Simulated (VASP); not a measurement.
# WS2 in VASP: a series of runs, part 2 of 3

VASP 6.6.1.

**3. Single point, PBEsol (strain -0.0150 x Voigt [0, 0, 1, 0, 0, 0])**

The input, INCAR:

```
SYSTEM = WS2
PREC = Accurate
ENCUT = 500
EDIFF = 1E-6
ISMEAR = 0
SIGMA = 0.05
LREAL = .False.
LASPH = .True.
NELM = 120
ALGO = Normal
ISIF = 2
LWAVE = .False.
LCHARG = .True.
GGA = PS
LELF = .True.
LVHAR = .True.
NBANDS = 20
GGA_COMPAT = .False.
```

The input, KPOINTS:

```
Automatic mesh
0
Gamma
  6 6 1
  0 0 0
```

The input, POSCAR:

```
WS2
1.0
    3.1835163552      0.0000000000      0.0000000000
   -1.5917581776      2.7570060369      0.0000000000
    0.0000000000      0.0000000000     16.6963192216
W S
1 2
Direct
    0.3333333333      0.6666666667      0.0000000000
    0.6666666667      0.3333333333      0.9079994900
    0.6666666667      0.3333333333      0.0920005100
```

Potentials or basis: VASP PAW PBE potentials, release 64 (W_sv, S).

On the command line:

```sh
$ cat potpaw_PBE.64/W_sv/POTCAR potpaw_PBE.64/S/POTCAR > POTCAR
$ mpirun -np 1 vasp_std > vasp.out
```

OUTCAR:

```text
SYSTEM = WS2
   PREC = Accurate
   ENCUT = 500
   EDIFF = 1E-6
   ISMEAR = 0
   LREAL = .False.
   LASPH = .True.
   NELM = 120
   ISIF = 2
   GGA = PS

 ion  position               nearest neighbor table
   1  0.333  0.667  0.000-   2 2.40   3 2.40   2 2.40   3 2.40   2 2.40   3 2.40
   2  0.667  0.333  0.908-   1 2.40   1 2.40   1 2.40
   3  0.667  0.333  0.092-   1 2.40   1 2.40   1 2.40

  LATTYP: Found a hexagonal cell.
 ALAT       =     3.1835163552
 C/A-ratio  =     5.2446155002

  Lattice vectors:

 A1 = (   3.1835163552,   0.0000000000,   0.0000000000)
 A2 = (  -1.5917581776,   2.7570060369,   0.0000000000)
 A3 = (   0.0000000000,   0.0000000000,  16.6963192216)

Analysis of symmetry for initial positions (statically):
=====================================================================
 Subroutine PRICEL returns:
 Original cell was already a primitive cell.

 Routine SETGRP: Setting up the symmetry group for a
 hexagonal supercell.

 Subroutine GETGRP returns: Found 12 space group operations
 (whereof 12 operations were pure point group operations)
 out of a pool of 24 trial point group operations.

The static configuration has the point symmetry D_3h.

Analysis of symmetry for dynamics (positions and initial velocities):
=====================================================================
 Subroutine PRICEL returns:
 Original cell was already a primitive cell.

 Routine SETGRP: Setting up the symmetry group for a
 hexagonal supercell.

 Subroutine GETGRP returns: Found 12 space group operations
 (whereof 12 operations were pure point group operations)
 out of a pool of 24 trial point group operations.

The dynamic configuration has the point symmetry D_3h.

 Subroutine INISYM returns: Found 12 space group operations
 (whereof 12 operations are pure point group operations),
 and found     1 'primitive' translations

----------------------------------------------------------------------------------------

                                     Primitive cell

  volume of cell :     146.5432

  direct lattice vectors                    reciprocal lattice vectors
     3.183516355  0.000000000  0.000000000     0.314118066  0.181356150  0.000000000
    -1.591758178  2.757006037  0.000000000     0.000000000  0.362712300  0.000000000
     0.000000000  0.000000000 16.696319222     0.000000000  0.000000000  0.059893440

  length of vectors
     3.183516355  3.183516355 16.696319222     0.362712300  0.362712300  0.059893440

  position of ions in fractional coordinates (direct lattice)
     0.333333333  0.666666667  0.000000000
     0.666666667  0.333333333  0.907999490
     0.666666667  0.333333333  0.092000510

  ion indices of the primitive-cell ions
   primitive index   ion index
                 1           1
                 2           2
                 3           3

----------------------------------------------------------------------------------------

 KPOINTS: Automatic mesh

Automatic generation of k-mesh.
 Grid dimensions read from file:
 generate k-points for:    6    6    1

 Generating k-lattice:

  Cartesian coordinates                     Fractional coordinates (reciprocal lattice)
     0.052353011  0.030226025  0.000000000     0.166666667 -0.000000000  0.000000000
     0.000000000  0.060452050  0.000000000     0.000000000  0.166666667  0.000000000
     0.000000000  0.000000000  0.059893440     0.000000000  0.000000000  1.000000000

  Length of vectors
     0.060452050  0.060452050  0.059893440

  Shift w.r.t. Gamma in fractional coordinates (k-lattice)
     0.000000000  0.000000000  0.000000000

 Subroutine IBZKPT returns following result:
 ===========================================

 Found      7 irreducible k-points:

 Following reciprocal coordinates:
            Coordinates               Weight
  0.000000  0.000000  0.000000      1.000000
  0.166667  0.000000  0.000000      6.000000
  0.333333 -0.000000  0.000000      6.000000
  0.500000  0.000000  0.000000      3.000000
  0.166667  0.166667  0.000000      6.000000
  0.333333  0.166667  0.000000     12.000000
  0.333333  0.333333  0.000000      2.000000
   k-points           NKPTS =      7   k-points in BZ     NKDIM =      7   number of bands    NBANDS=     20
   number of dos      NEDOS =    301   number of ions     NIONS =      3
   total plane-waves  NPLWV =  72576
   dimension x,y,z NGX =    24 NGY =   24 NGZ =  126
   dimension x,y,z NGXF=    48 NGYF=   48 NGZF=  252
   ions per type =               1   2
   NGX,Y,Z   is equivalent  to a cutoff of  12.53, 12.53, 12.55 a.u.
   NGXF,Y,Z  is equivalent  to a cutoff of  25.07, 25.07, 25.09 a.u.
 SYSTEM =  WS2
   PREC   = accura    normal or accurate (medium, high low for compatibility)
   ISTART =      0    job   : 0-new  1-cont  2-samecut
   ICHARG =      2    charge: 1-file 2-atom 10-const
   ISPIN  =      1    spin polarized calculation?
   LNONCOLLINEAR =      F non collinear calculations
   LSORBIT =      F    spin-orbit coupling
   LASPH  =      T    aspherical Exc in radial PAW
   ENCUT  =  500.0 eV  36.75 Ry    6.06 a.u.   5.80  5.80 30.44*2*pi/ulx,y,z
   NELM   =    120;   NELMIN=  2; NELMDL= -5     # of ELM steps
   EDIFF  = 0.1E-05   stopping-criterion for ELM
   LREAL  =      F    real-space projection
   EDIFFG = 0.1E-04   stopping-criterion for IOM
   NSW    =      0    number of steps for IOM
   IBRION =     -1    ionic relax: 0-MD 1-quasi-New 2-CG
   NFREE  =      0    steps in history (QN), initial steepest desc. (CG)
   ISIF   =      2    stress and relaxation
   ISYM   =      2    0-nonsym 1-usesym 2-fastsym
   POTIM  = 0.5000    time-step for ionic-motion
   TEBEG  =    0.0;   TEEND  =   0.0 temperature during run
   PSTRESS=    0.0 pullay stress
   NELECT =      26.0000    total number of electrons
   NUPDOWN=      -1.0000    fix difference up-down
   EMIN   =  10.00;   EMAX   =-10.00  energy-range for DOS
   EFERMI =   0.00;   METHOD = LEGACY
   ISMEAR =     0;   SIGMA  =   0.05  broadening in eV -4-tet -1-fermi 0-gaus
   EFERMI_NEDOS =   21; number of points for ismear=-14 and -15
   IALGO  =     38    algorithm
   IMIX   =      4    mixing-type and parameters
     AMIX     =   0.40;   BMIX     =  1.00
     AMIX_MAG =   1.60;   BMIX_MAG =  1.00
  volume/ion in A,a.u.               =      48.85       329.64
  Fermi-wavevector in a.u.,A,eV,Ry     =   0.919907  1.738373 11.513652  0.846230
  Thomas-Fermi vector in A             =   2.045154
   LORBIT       =      0    0 simple, 1 ext, 2 COOP (PROOUT), +10 PAW based schemes
   GGA     = PS    functional components
   LHFCALC =     F    Hartree Fock is set to
   AEXX    =    0.0000 exact exchange contribution
   IVDW    =     0    specifies the selected vdW correction
   LEPSILON=     F    determine dielectric tensor
   LRPA    =     F    only Hartree local field effects (RPA)
 non-spin polarized calculation
 Gauss-broadening in eV      SIGMA  =   0.05
  energy-cutoff  :      500.00
  volume of cell :      146.54
 maximum number of plane-waves:      3752
 NGX is ok and might be reduce to    24
   NGX = 11   NGY = 11   NGZ = 61

 number of electron      26.0000001 magnetization

 Free energy of the ion-electron system (eV)
  ---------------------------------------------------
  ext. energy  EPLUGINS =         0.00000000
  ---------------------------------------------------
  free energy    TOTEN  =       -25.22578474 eV

  energy without entropy =      -25.22578474  energy(sigma->0) =      -25.22578474

 E-fermi :  -0.7434     XC(G=0):  -4.5999

 val. band max:       -1.1380377760   @ k =   0.0000   0.0000   0.0000
 cond. band min:       0.4746423248   @ k =   0.3333   0.3333   0.0000
 fundamental gap:      1.6126801007
 Fermi energy:        -0.7433938407

 k-point     1 :       0.0000    0.0000    0.0000
  band No.  band energies     occupation
      1     -75.1525      2.00000
      2     -39.4124      2.00000
      3     -39.2618      2.00000
      4     -39.2618      2.00000
      5     -16.0740      2.00000
      6     -14.2905      2.00000
[... 12 lines left out ...]
     19       4.3417      0.00000
     20       4.4118      0.00000
[... 116 lines left out ...]
 k-point     7 :       0.3333    0.3333    0.0000
  band No.  band energies     occupation
      1     -75.1334      2.00000
      2     -39.5175      2.00000
      3     -39.4806      2.00000
      4     -39.3410      2.00000
      5     -13.6001      2.00000
      6     -13.4403      2.00000
[... 12 lines left out ...]
     19       5.8481      0.00000
     20       8.1490      0.00000

------------------------ aborting loop because EDIFF is reached ----------------------------------------

  FORCE on cell =-STRESS in cart. coord.  units (eV):
  Direction    XX          YY          ZZ          XY          YZ          ZX
  --------------------------------------------------------------------------------------
  -------------------------------------------------------------------------------------
  Total       -0.7266866     -0.7266866      1.1449896      0.0000000      0.0000000      0.0000000
  in kB       -7.9449683     -7.9449683     12.5183353      0.0000000      0.0000000      0.0000000
  external PRESSURE =      -1.1238671 kB  Pullay stress =       0.0000000 kB

 VOLUME and BASIS-vectors are now :
 -----------------------------------------------------------------------------
  energy-cutoff  :      500.00
  volume of cell :      146.54
      direct lattice vectors                 reciprocal lattice vectors
     3.183516355  0.000000000  0.000000000     0.314118066  0.181356150  0.000000000
    -1.591758178  2.757006037  0.000000000     0.000000000  0.362712300  0.000000000
     0.000000000  0.000000000 16.696319222     0.000000000  0.000000000  0.059893440

 POSITION                                       TOTAL-FORCE (eV/Angst)
 -----------------------------------------------------------------------------------
     -0.00000      1.83800      0.00000         0.000000      0.000000      0.000000
      1.59176      0.91900     15.16025        -0.000000     -0.000000     -0.382890
      1.59176      0.91900      1.53607        -0.000000      0.000000      0.382890
 -----------------------------------------------------------------------------------
    total drift:                                0.000000     -0.000000     -0.000000

  FREE ENERGIE OF THE ION-ELECTRON SYSTEM (eV)
  ---------------------------------------------------
  free  energy   TOTEN  =       -25.2257847431 eV

  energy  without entropy=      -25.2257847431  energy(sigma->0) =      -25.22578474
```

OSZICAR:

```text
N       E                     dE             d eps       ncg     rms          rms(c)
DAV:   1     0.168945505369E+03    0.16895E+03   -0.13385E+04   336   0.104E+03
DAV:   2    -0.134674901432E+02   -0.18241E+03   -0.17683E+03   356   0.251E+02
DAV:   3    -0.263075494249E+02   -0.12840E+02   -0.12721E+02   384   0.653E+01
[... 13 lines left out ...]
DAV:  17    -0.252257348973E+02   -0.20213E-04   -0.25180E-06   328   0.730E-03    0.510E-03
DAV:  18    -0.252257725360E+02   -0.37639E-04   -0.25504E-06   256   0.496E-03    0.217E-03
DAV:  19    -0.252257818107E+02   -0.92747E-05   -0.56105E-07   308   0.238E-03    0.195E-03
DAV:  20    -0.252257839321E+02   -0.21214E-05   -0.77587E-08   244   0.977E-04    0.612E-04
DAV:  21    -0.252257847431E+02   -0.81091E-06   -0.32375E-08   220   0.636E-04
   1 F= -.25225785E+02 E0= -.25225785E+02  d E =-.689632E-30
```

Wall time 16 s (1 thread of Intel Xeon 6975P-C (Granite Rapids), shared host); peak memory 0.24 GiB.

Results:

| Quantity | Value |
| --- | --- |
| Free energy | -25.2258 eV |
| Largest force | 0.383 eV/Å |
| Band gap on the k mesh | 1.61 eV (least direct gap 1.73 eV) |

Forces on the atoms (eV/Å):
```
W    0.000  0.000  0.000
S    0.000  0.000 -0.383
S    0.000  0.000  0.383
```

Caveat: the cell differs from its parent crystal (strain -0.0150 x Voigt [0, 0, 1, 0, 0, 0]); the PAW data sets were made with another functional, which shifts forces and pressure a little; spin-orbit coupling is left out, which moves the levels of the heavy elements.

**4. Single point, PBEsol (strain +0.0150 x Voigt [0, 0, 1, 0, 0, 0])**

The input, INCAR:

```
  PREC = Accurate
  ENCUT = 500
  EDIFF = 1E-6
  ISMEAR = 0
  SIGMA = 0.05
  LREAL = False
  LASPH = True
  NELM = 120
  ALGO = Normal
  ISIF = 2
  LWAVE = False
  LCHARG = True
  GGA = PS
  LELF = True
  LVHAR = True
  NBANDS = 20
  GGA_COMPAT = False
```

The input, KPOINTS:

```
regular mesh
0
Gamma
  6 6 1
```

POSCAR: that of step 3 with these lines changed.

```diff
@@ -4,3 +4,3 @@
    -1.5917581776      2.7570060369      0.0000000000
-    0.0000000000      0.0000000000     16.6963192216
+    0.0000000000      0.0000000000     17.2048365584
 W S
```

On the command line:

```sh
$ cat potpaw_PBE.64/W_sv/POTCAR potpaw_PBE.64/S/POTCAR > POTCAR
$ mpirun -np 1 vasp_std > vasp.out
```

Run time: 19 s. Hardware: 1 thread of Intel Xeon 6975P-C (Granite Rapids), shared host; peak memory 0.24 GiB.

It converged, with:

| Property | Result |
| --- | --- |
| Free energy | -25.2168 eV |
| Largest force | 0.552 eV/Å |
| Band gap on the k mesh | 1.84 eV |

Forces on the atoms (eV/Å):
```
W    0.000  0.000  0.000
S    0.000  0.000  0.552
S    0.000  0.000 -0.552
```

Levels at points of the mesh, in eV from the valence-band top:
```
           k point  band 10  band 11  band 12  band 13  band 14  band 15  band 16  band 17
(0.00, 0.00, 0.00)    -2.14    -1.55    -1.55    -0.11     2.87     2.87     3.01     3.01
(0.50, 0.00, 0.00)    -3.35    -2.16    -1.22    -0.94     2.85     3.27     3.98     4.65
```

Caveat: the cell differs from its parent crystal (strain +0.0150 x Voigt [0, 0, 1, 0, 0, 0]); the PAW data sets were made with another functional, which shifts forces and pressure a little; spin-orbit coupling is left out, which moves the levels of the heavy elements.

**5. Single point, PBEsol (strain +0.0450 x Voigt [0, 0, 1, 0, 0, 0])**

The input, INCAR:

```
SYSTEM = WS2
PREC = Accurate ; ENCUT = 500
EDIFF = 1E-6 ; ISMEAR = 0
SIGMA = 0.05 ; LREAL = .FALSE.
LASPH = .TRUE. ; NELM = 120
ALGO = Normal ; ISIF = 2
LWAVE = .FALSE. ; LCHARG = .TRUE.
GGA = PS ; LELF = .TRUE.
LVHAR = .TRUE. ; NBANDS = 20
GGA_COMPAT = .FALSE.
```

The input, KPOINTS:

```
Automatic mesh
0
G
  6 6 1
  0 0 0
```

POSCAR: that of step 4 with these lines changed.

```diff
@@ -4,3 +4,3 @@
    -1.5917581776      2.7570060369      0.0000000000
-    0.0000000000      0.0000000000     17.2048365584
+    0.0000000000      0.0000000000     17.7133538951
 W S
```

On the command line:

```sh
$ cat potpaw_PBE.64/W_sv/POTCAR potpaw_PBE.64/S/POTCAR > POTCAR
$ mpirun -np 1 vasp_std > vasp.out
```

It took 21 s on 1 thread of Intel Xeon 6975P-C (Granite Rapids), shared host; peak memory 0.25 GiB.

It converged, with:

```yaml
Free_energy: -25.1257 eV
Largest_force: 1.378 eV/Å
Band_gap_on_the_k_mesh: 1.78 eV (least direct gap 1.95 eV)
```

Forces in eV/Å, atoms in the order of the input:
```
W    0.000  0.000  0.000
S    0.000  0.000  1.378
S    0.000  0.000 -1.378
```

Levels at points of the mesh, in eV from the valence-band top:
| k point | band 9 | band 10 | band 11 | band 12 | band 13 | band 14 | band 15 | band 16 | band 17 | band 18 |
| --- | --- | --- | --- | --- | --- | --- | --- | --- | --- | --- |
| (0.00, 0.00, 0.00) | -2.54 | -2.29 | -1.38 | -1.38 | -0.31 | 2.82 | 2.82 | 2.83 | 2.83 | 4.88 |
| (0.50, 0.00, 0.00) | -4.32 | -3.17 | -2.30 | -1.11 | -0.98 | 2.86 | 3.17 | 3.83 | 4.40 | 5.01 |

Caveat: the cell differs from its parent crystal (strain +0.0450 x Voigt [0, 0, 1, 0, 0, 0]); the PAW data sets were made with another functional, which shifts forces and pressure a little; spin-orbit coupling is left out, which moves the levels of the heavy elements.

[end of part 2 of 3]
